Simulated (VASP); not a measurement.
## C: single point with revPBE

The system is C.

```
CELL_PARAMETERS angstrom
1.84385 0.00000 0.00000
0.00000 1.84385 0.00000
0.00000 0.00000 1.84385
ATOMIC_POSITIONS crystal
C 0.00000 0.00000 0.00000
```

```
Program                : VASP 6.6.1
Task                   : single point
Functional             : revPBE
Potentials or basis    : VASP PAW PBE potentials, release 64 (C)
Cutoff                 : 600 eV
k mesh                 : 20 × 20 × 20
Occupations            : fermi-dirac, width 0.1 eV
Spin                   : no spin polarisation
Dipole correction      : no
Further INCAR settings : ALGO = Normal; EDIFF = 1e-06; NBANDS = 8
```

```yaml
Pressure: -26.2 GPa
Band_gap_on_the_k_mesh: zero (bands 2 and 3 overlap by 11.96 eV)
```

Levels at points of the mesh, in eV from the Fermi level:
```csv
k point,band 1,band 2,band 3,band 4,band 5,band 6
"(0.00, 0.00, 0.00)",-20.36,8.61,8.61,8.61,24.43,24.43
"(0.50, 0.00, 0.00)",-12.00,-10.67,11.49,11.49,27.85,31.56
"(0.50, 0.50, 0.00)",-5.19,-5.19,-3.35,8.61,13.83,38.92
"(0.50, 0.50, 0.50)",-0.71,-0.71,-0.71,6.25,17.11,17.11
```

Run time: 5.7 s on 1 thread of Intel(R) Xeon(R) Platinum 8259CL CPU @ 2.50GHz (Skylake/Cascade Lake), on a shared host, peak memory 0.12 GiB.

Caveat: the cell stands under tension; the PAW data sets were made with another functional, which shifts forces and pressure a little.
